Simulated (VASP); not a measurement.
# Al3BP2 (R-3m) in VASP: a series of runs

The runs below take Al3BP2 through relaxation of cell and atoms, single point, with PBE.

Everything below comes from runs of VASP 6.6.1. Logs are shortened: lines on timing, memory, paths and dates and some standing lists are left out, and cuts for length are marked.

### Step 1. The cell of the first run

It takes space group R-3m (No. 166, trigonal). Conventional cell: a = 5.182 Å, b = 5.182 Å, c = 12.512 Å, α = 90.00°, β = 90.00°, γ = 120.00°. Within 3.4 Å of Al (site symmetry 2/m) lie 2 B at 2.57 Å and 4 Al at 2.59 Å and 6 P at 3.02 Å. B (site symmetry -3m) has 6 Al at 2.57 Å and 6 P at 3.04 Å within 3.4 Å. P (site symmetry 3m) has 9 Al at 3.02 Å and 3 B at 3.04 Å and 4 P at 3.09 to 3.18 Å within 4.0 Å.

The cell was built from a structure type or drawn by symmetry, and may not be a known phase.

### Step 2. Relaxation of cell and atoms, PBE

Contents of INCAR:

```
SYSTEM = Al3BP2
PREC = Accurate
ENCUT = 600
EDIFF = 1E-7
ISMEAR = 0
SIGMA = 0.1
LREAL = .False.
LASPH = .True.
NELM = 100
ALGO = Normal
ISIF = 3
LWAVE = .False.
LCHARG = .False.
GGA = PE
IBRION = 2
NSW = 90
EDIFFG = -0.04
```

Contents of KPOINTS:

```
regular mesh
0
Gamma
  6 6 6
  0 0 0
```

Contents of POSCAR:

```
Al3BP2
1.0
    2.5911007200      1.4959727000      4.1705365100
   -2.5911007200      1.4959727000      4.1705365100
    0.0000000000     -2.9919453900      4.1705365100
Al B P
3 1 2
Direct
    0.0000000000      0.5000000000      0.5000000000
    0.5000000000      0.5000000000      0.0000000000
    0.5000000000      0.0000000000      0.5000000000
    0.5000000000      0.5000000000      0.5000000000
    0.1235570000      0.1235570000      0.1235570000
    0.8764430000      0.8764430000      0.8764430000
```

Potentials or basis: VASP PAW PBE potentials, release 64 (Al, B, P).

On the command line:

```console
cat potpaw_PBE.64/Al/POTCAR potpaw_PBE.64/B/POTCAR potpaw_PBE.64/P/POTCAR > POTCAR
mpirun -np 1 vasp_std > vasp.out
```

OUTCAR:

```text
SYSTEM = Al3BP2
   PREC = Accurate
   ENCUT = 600
   EDIFF = 1E-7
   ISMEAR = 0
   LREAL = .False.
   LASPH = .True.
   NELM = 100
   ISIF = 3
   GGA = PE
   IBRION = 2
   NSW = 90
   EDIFFG = -0.04

 ion  position               nearest neighbor table
   1  0.000  0.500  0.500-   4 2.57   4 2.57   2 2.59   2 2.59   3 2.59   3 2.59   5 3.02   6 3.02
                             6 3.02   5 3.02   6 3.02   5 3.02
   2  0.500  0.500  0.000-   4 2.57   4 2.57   3 2.59   1 2.59   3 2.59   1 2.59   5 3.02   6 3.02
                             5 3.02   6 3.02   6 3.02   5 3.02
   3  0.500  0.000  0.500-   4 2.57   4 2.57   2 2.59   2 2.59   1 2.59   1 2.59   5 3.02   6 3.02
                             5 3.02   6 3.02   6 3.02   5 3.02
   4  0.500  0.500  0.500-   2 2.57   2 2.57   3 2.57   1 2.57   3 2.57   1 2.57
   5  0.124  0.124  0.124-   1 3.02   3 3.02   1 3.02   3 3.02   2 3.02   2 3.02   1 3.02   3 3.02
                             2 3.02
   6  0.876  0.876  0.876-   1 3.02   3 3.02   3 3.02   1 3.02   2 3.02   2 3.02   1 3.02   3 3.02
                             2 3.02

  LATTYP: Found a trigonal (rhomboedric) cell.
 ALAT       =     5.1327489751
 COS(alpha) =     0.4903188925

  Lattice vectors:

 A1 = (   2.5911007200,   1.4959727000,   4.1705365100)
 A2 = (  -2.5911007200,   1.4959727000,   4.1705365100)
 A3 = (   0.0000000000,  -2.9919453900,   4.1705365100)

Analysis of symmetry for initial positions (statically):
=====================================================================
 Subroutine PRICEL returns:
 Original cell was already a primitive cell.

 Routine SETGRP: Setting up the symmetry group for a
 trigonal (rhombohedral) supercell.

 Subroutine GETGRP returns: Found 12 space group operations
 (whereof 12 operations were pure point group operations)
 out of a pool of 12 trial point group operations.

The static configuration has the point symmetry D_3d.

Analysis of symmetry for dynamics (positions and initial velocities):
=====================================================================
 Subroutine PRICEL returns:
 Original cell was already a primitive cell.

 Routine SETGRP: Setting up the symmetry group for a
 trigonal (rhombohedral) supercell.

 Subroutine GETGRP returns: Found 12 space group operations
 (whereof 12 operations were pure point group operations)
 out of a pool of 12 trial point group operations.

The dynamic configuration has the point symmetry D_3d.

 Subroutine INISYM returns: Found 12 space group operations
 (whereof 12 operations are pure point group operations),
 and found     1 'primitive' translations

----------------------------------------------------------------------------------------

                                     Primitive cell

  volume of cell :      96.9954

  direct lattice vectors                    reciprocal lattice vectors
     2.591100720  1.495972700  4.170536510     0.192968184  0.111410233  0.079925768
    -2.591100720  1.495972700  4.170536510    -0.192968184  0.111410233  0.079925768
     0.000000000 -2.991945390  4.170536510     0.000000000 -0.222820466  0.079925768

  length of vectors
     5.132748975  5.132748975  5.132748971     0.236721542  0.236721542  0.236721542

  position of ions in fractional coordinates (direct lattice)
     0.000000000  0.500000000  0.500000000
     0.500000000  0.500000000  0.000000000
     0.500000000  0.000000000  0.500000000
     0.500000000  0.500000000  0.500000000
     0.123557000  0.123557000  0.123557000
     0.876443000  0.876443000  0.876443000

  ion indices of the primitive-cell ions
   primitive index   ion index
                 1           1
                 2           2
                 3           3
                 4           4
                 5           5
                 6           6

----------------------------------------------------------------------------------------

 KPOINTS: regular mesh

Automatic generation of k-mesh.
 Grid dimensions read from file:
 generate k-points for:    6    6    6

 Generating k-lattice:

  Cartesian coordinates                     Fractional coordinates (reciprocal lattice)
     0.032161364  0.018568372  0.013320961     0.166666667  0.000000000  0.000000000
    -0.032161364  0.018568372  0.013320961     0.000000000  0.166666667  0.000000000
     0.000000000 -0.037136744  0.013320961     0.000000000  0.000000000  0.166666667

  Length of vectors
     0.039453590  0.039453590  0.039453590

  Shift w.r.t. Gamma in fractional coordinates (k-lattice)
     0.000000000  0.000000000  0.000000000

 Subroutine IBZKPT returns following result:
 ===========================================

 Found     32 irreducible k-points:

 Following reciprocal coordinates:
            Coordinates               Weight
  0.000000  0.000000  0.000000      1.000000
  0.166667  0.000000  0.000000      6.000000
  0.333333 -0.000000  0.000000      6.000000
  0.500000 -0.000000  0.000000      3.000000
  0.166667  0.166667  0.000000      6.000000
  0.333333  0.166667  0.000000     12.000000
[... 16 lines left out ...]
  0.500000  0.500000  0.166667      6.000000
 -0.333333  0.500000  0.166667     12.000000
 [... further k-points ...]
   k-points           NKPTS =     32   k-points in BZ     NKDIM =     32   number of bands    NBANDS=     15
   number of dos      NEDOS =    301   number of ions     NIONS =      6
   total plane-waves  NPLWV =  74088
   dimension x,y,z NGX =    42 NGY =   42 NGZ =   42
   dimension x,y,z NGXF=    84 NGYF=   84 NGZF=   84
   ions per type =               3   1   2
   NGX,Y,Z   is equivalent  to a cutoff of  13.60, 13.60, 13.60 a.u.
   NGXF,Y,Z  is equivalent  to a cutoff of  27.21, 27.21, 27.21 a.u.
 SYSTEM =  Al3BP2
   PREC   = accura    normal or accurate (medium, high low for compatibility)
   ISTART =      0    job   : 0-new  1-cont  2-samecut
   ICHARG =      2    charge: 1-file 2-atom 10-const
   ISPIN  =      1    spin polarized calculation?
   LNONCOLLINEAR =      F non collinear calculations
   LSORBIT =      F    spin-orbit coupling
   LASPH  =      T    aspherical Exc in radial PAW
   ENCUT  =  600.0 eV  44.10 Ry    6.64 a.u.  10.25 10.25 10.25*2*pi/ulx,y,z
   NELM   =    100;   NELMIN=  2; NELMDL= -5     # of ELM steps
   EDIFF  = 0.1E-06   stopping-criterion for ELM
   LREAL  =      F    real-space projection
   EDIFFG = -.4E-01   stopping-criterion for IOM
   NSW    =     90    number of steps for IOM
   IBRION =      2    ionic relax: 0-MD 1-quasi-New 2-CG
   NFREE  =      1    steps in history (QN), initial steepest desc. (CG)
   ISIF   =      3    stress and relaxation
   ISYM   =      2    0-nonsym 1-usesym 2-fastsym
   POTIM  = 0.5000    time-step for ionic-motion
   TEBEG  =    0.0;   TEEND  =   0.0 temperature during run
   PSTRESS=    0.0 pullay stress
   NELECT =      22.0000    total number of electrons
   NUPDOWN=      -1.0000    fix difference up-down
   EMIN   =  10.00;   EMAX   =-10.00  energy-range for DOS
   EFERMI =   0.00;   METHOD = LEGACY
   ISMEAR =     0;   SIGMA  =   0.10  broadening in eV -4-tet -1-fermi 0-gaus
   EFERMI_NEDOS =   21; number of points for ismear=-14 and -15
   IALGO  =     38    algorithm
   IMIX   =      4    mixing-type and parameters
     AMIX     =   0.40;   BMIX     =  1.00
     AMIX_MAG =   1.60;   BMIX_MAG =  1.00
  volume/ion in A,a.u.               =      16.17       109.09
  Fermi-wavevector in a.u.,A,eV,Ry     =   0.998386  1.886677 13.561954  0.996776
  Thomas-Fermi vector in A             =   2.130606
   LORBIT       =      0    0 simple, 1 ext, 2 COOP (PROOUT), +10 PAW based schemes
   GGA     = PE    functional components
   LHFCALC =     F    Hartree Fock is set to
   AEXX    =    0.0000 exact exchange contribution
   IVDW    =     0    specifies the selected vdW correction
   LEPSILON=     F    determine dielectric tensor
   LRPA    =     F    only Hartree local field effects (RPA)
 conjugate gradient relaxation of ions
 non-spin polarized calculation
 Gauss-broadening in eV      SIGMA  =   0.10
  energy-cutoff  :      600.00
  volume of cell :       97.00
 maximum number of plane-waves:      3264
 NGX is ok and might be reduce to    42
   NGX = 21   NGY = 21   NGZ = 21

--------------------------------------- Ionic step        1  -------------------------------------------

 number of electron      22.0000000 magnetization

 Free energy of the ion-electron system (eV)
  ---------------------------------------------------
  ext. energy  EPLUGINS =         0.00000000
  ---------------------------------------------------
  free energy    TOTEN  =       -24.07317575 eV

  energy without entropy =      -24.05429279  energy(sigma->0) =      -24.06373427

------------------------ aborting loop because EDIFF is reached ----------------------------------------

  FORCE on cell =-STRESS in cart. coord.  units (eV):
  Direction    XX          YY          ZZ          XY          YZ          ZX
  --------------------------------------------------------------------------------------
  -------------------------------------------------------------------------------------
  Total       -1.2095095     -1.2095095    -10.9451684      0.0000000     -0.0000000     -0.0000000
  in kB      -19.9787683    -19.9787683   -180.7931163      0.0000000     -0.0000001     -0.0000000
  external PRESSURE =     -73.5835510 kB  Pullay stress =       0.0000000 kB
[... 101 lines left out ...]
  FREE ENERGIE OF THE ION-ELECTRON SYSTEM (eV)
  ---------------------------------------------------
  free  energy   TOTEN  =       -25.3204268289 eV

  energy  without entropy=      -25.3083902757  energy(sigma->0) =      -25.31440855

[... ionic steps 4 to 14 ...]

--------------------------------------- Ionic step       15  -------------------------------------------

 number of electron      22.0000001 magnetization

------------------------ aborting loop because EDIFF is reached ----------------------------------------

  FORCE on cell =-STRESS in cart. coord.  units (eV):
  Direction    XX          YY          ZZ          XY          YZ          ZX
  --------------------------------------------------------------------------------------
  -------------------------------------------------------------------------------------
  Total       -0.2628529     -0.2628529      0.9962839      0.0000000      0.0000000      0.0000000
  in kB       -4.5669951     -4.5669951     17.3101521      0.0000000      0.0000000      0.0000000
  external PRESSURE =       2.7253873 kB  Pullay stress =       0.0000000 kB
[... 65 lines left out ...]
  energy  without entropy=      -27.7092963986  energy(sigma->0) =      -27.71397911

--------------------------------------- Ionic step       17  -------------------------------------------

 number of electron      22.0000001 magnetization

 Free energy of the ion-electron system (eV)
  ---------------------------------------------------
  ext. energy  EPLUGINS =         0.00000000
  ---------------------------------------------------
  free energy    TOTEN  =       -27.72169069 eV

  energy without entropy =      -27.71077101  energy(sigma->0) =      -27.71623085

 E-fermi :   7.4637     XC(G=0): -10.3332

 val. band max:        7.3979242381   @ k =  -0.3333   0.3333   0.1667
 cond. band min:       7.5050076484   @ k =   0.5000   0.5000   0.1667
 fundamental gap:      0.1070834102
 Fermi energy:         7.4637331767

 k-point     1 :       0.0000    0.0000    0.0000
  band No.  band energies     occupation
      1      -6.2894      2.00000
      2      -1.8506      2.00000
      3      -1.2793      2.00000
      4       2.8461      2.00000
      5       2.8461      2.00000
      6       3.1487      2.00000
      7       3.1487      2.00000
      8       3.7717      2.00000
      9       5.0288      2.00000
     10       6.2525      2.00000
     11       6.2525      2.00000
     12       9.0721      0.00000
     13       9.1725      0.00000
     14       9.1725      0.00000
     15       9.7899      0.00000
[... 397 lines left out ...]
 k-point    24 :      -0.3333    0.5000    0.1667
  band No.  band energies     occupation
      1      -5.1307      2.00000
      2      -3.0950      2.00000
      3      -1.1238      2.00000
      4       0.5573      2.00000
      5       0.7006      2.00000
      6       2.3838      2.00000
      7       4.6043      2.00000
      8       4.9378      2.00000
      9       5.5278      2.00000
     10       6.1402      2.00000
     11       7.8095      0.00000
     12       8.0224      0.00000
     13       8.7119      0.00000
     14       9.9202      0.00000
     15      10.1115      0.00000

 [... further k-points ...]

------------------------ aborting loop because EDIFF is reached ----------------------------------------

  FORCE on cell =-STRESS in cart. coord.  units (eV):
  Direction    XX          YY          ZZ          XY          YZ          ZX
  --------------------------------------------------------------------------------------
  -------------------------------------------------------------------------------------
  Total       -0.1602169     -0.1602169      0.1649160      0.0000000      0.0000000      0.0000000
  in kB       -2.7817829     -2.7817828      2.8633715      0.0000000      0.0000000      0.0000000
  external PRESSURE =      -0.9000647 kB  Pullay stress =       0.0000000 kB
[... 21 lines left out ...]
  FREE ENERGIE OF THE ION-ELECTRON SYSTEM (eV)
  ---------------------------------------------------
  free  energy   TOTEN  =       -27.7216906940 eV

  energy  without entropy=      -27.7107710103  energy(sigma->0) =      -27.71623085

 reached required accuracy - stopping structural energy minimisation
```

It took 4.9 min on 1 thread of Intel Xeon 6975P-C (Granite Rapids), shared host; peak memory 0.29 GiB.

Results:

- Free energy: -27.7217 eV
- Relaxed volume: 15.38 Å³/atom
- Relaxed cell: a = 4.525 Å, b = 4.525 Å, c = 4.525 Å, α = 86.88°, β = 86.88°, γ = 86.88°
- Space group after relaxing (to 0.1 Å): R-3m (No. 166)
- Energy gained by relaxing: 608.1 meV/atom
- Ionic steps: 17
- Pressure after relaxing: -0.1 GPa
- Largest force after relaxing: 0.023 eV/Å
- Band gap on the k mesh: zero (bands 11 and 12 overlap by 2.14 eV)

Forces in eV/Å, atoms in the order of the input:
```
Al   0.000  0.000  0.000
Al   0.000  0.000  0.000
Al   0.000  0.000  0.000
B    0.000  0.000  0.000
P    0.000  0.000 -0.023
P    0.000  0.000  0.023
```

Step by step:
| step | energy change (eV) | largest force (eV/Å) | pressure (GPa) | volume (Å³) |
| --- | --- | --- | --- | --- |
| 1 | 0.0000 | 0.2189 | -7.36 | 97.00 |
| 2 | -0.8680 | 0.2171 | -1.99 | 86.75 |
| 3 | -1.2473 | 0.2025 | 6.50 | 79.04 |
| 4 | -1.9032 | 0.0246 | 5.54 | 80.72 |
| 5 | -2.0398 | 0.0438 | 6.10 | 81.13 |
| 6 | -2.3628 | 0.6624 | 7.63 | 81.65 |
| 7 | -2.7166 | 5.9490 | 16.84 | 81.52 |
| 8 | -2.8135 | 1.9337 | 9.81 | 81.80 |
| 9 | -2.9362 | 3.6132 | 12.74 | 81.72 |
| 10 | -3.1638 | 3.6817 | 10.91 | 83.93 |
| 11 | -3.2316 | 3.8137 | 9.09 | 86.61 |
| 12 | -3.5078 | 1.8199 | 5.02 | 88.75 |
| 13 | -3.6417 | 0.2554 | -0.25 | 92.69 |
| 14 | -3.6436 | 0.1323 | 0.13 | 92.34 |
| 15 | -3.6437 | 0.0860 | 0.27 | 92.21 |
| 16 | -3.6455 | 0.0701 | 0.18 | 92.23 |
| 17 | -3.6485 | 0.0230 | -0.09 | 92.28 |

Final structure:
```yaml
crystal:
  lattice:
    - [3.11172, 1.79655, 2.75108]
    - [-3.11172, 1.79655, 2.75108]
    - [0.00000, -3.59311, 2.75108]
  atoms:
    - { symbol: Al, position: [0.00000, 0.50000, 0.50000] }
    - { symbol: Al, position: [0.50000, 0.50000, 0.00000] }
    - { symbol: Al, position: [0.50000, 0.00000, 0.50000] }
    - { symbol: B, position: [0.50000, 0.50000, 0.50000] }
    - { symbol: P, position: [0.13007, 0.13007, 0.13007] }
    - { symbol: P, position: [0.86993, 0.86993, 0.86993] }
```

### Step 3. Single point, PBE

This run uses another cell than the first one, of 15.34 Å³/atom.

Contents of INCAR:

```
PREC = Accurate ; ENCUT = 520
EDIFF = 1E-6 ; ISMEAR = 0
SIGMA = 0.1 ; LREAL = F
LASPH = T ; NELM = 100
ALGO = Normal ; ISIF = 2
LWAVE = F ; LCHARG = F
GGA = PE ; NBANDS = 20
```

Contents of KPOINTS:

```
Automatic mesh
0
Gamma
  12 12 12
```

Contents of POSCAR:

```
Al3BP2
1.0
    3.1021274112      1.7910140959      2.7607776538
   -3.1021274112      1.7910140959      2.7607776538
    0.0000000000     -3.5820281919      2.7607776538
Al B P
3 1 2
Direct
    0.0000000000      0.5000000000      0.5000000000
    0.5000000000      0.5000000000      0.0000000000
    0.5000000000      0.0000000000      0.5000000000
    0.5000000000      0.5000000000      0.5000000000
    0.1295259076      0.1295259076      0.1295259076
    0.8704740924      0.8704740924      0.8704740924
```

Potentials or basis: VASP PAW PBE potentials, release 64 (Al, B, P).

On the command line:

```console
cat potpaw_PBE.64/Al/POTCAR potpaw_PBE.64/B/POTCAR potpaw_PBE.64/P/POTCAR > POTCAR
mpirun -np 1 vasp_std > vasp.out
```

It took 89 s on 1 thread of Intel Xeon 6975P-C (Granite Rapids), shared host; peak memory 0.43 GiB.

Results (log left out):

```yaml
Free_energy: -27.7401 eV
Pressure: -0.1 GPa
Largest_force: 0.049 eV/Å
Band_gap_on_the_k_mesh: zero (bands 11 and 12 overlap by 2.47 eV)
```

Forces in eV/Å, atoms in the order of the input:
```
Al   0.000  0.000  0.000
Al   0.000  0.000  0.000
Al   0.000  0.000  0.000
B    0.000  0.000  0.000
P    0.000  0.000 -0.049
P    0.000  0.000  0.049
```

Stress tensor (GPa, compression positive):
```
-0.06  0.00  0.00
 0.00 -0.06  0.00
 0.00  0.00 -0.18
```

Levels at points of the mesh, in eV from the Fermi level:
| k point | band 9 | band 10 | band 11 | band 12 | band 13 | band 14 |
| --- | --- | --- | --- | --- | --- | --- |
| (0.00, 0.00, 0.00) | -2.49 | -1.18 | -1.18 | 1.64 | 1.64 | 1.66 |
| (0.50, 0.00, 0.00) | -2.34 | -1.79 | -1.05 | 0.19 | 1.19 | 3.02 |
| (0.50, 0.50, 0.00) | -2.58 | -1.57 | -1.41 | -0.07 | 2.45 | 2.90 |
| (0.50, 0.50, 0.50) | -0.63 | 1.38 | 1.38 | 2.49 | 4.68 | 4.68 |
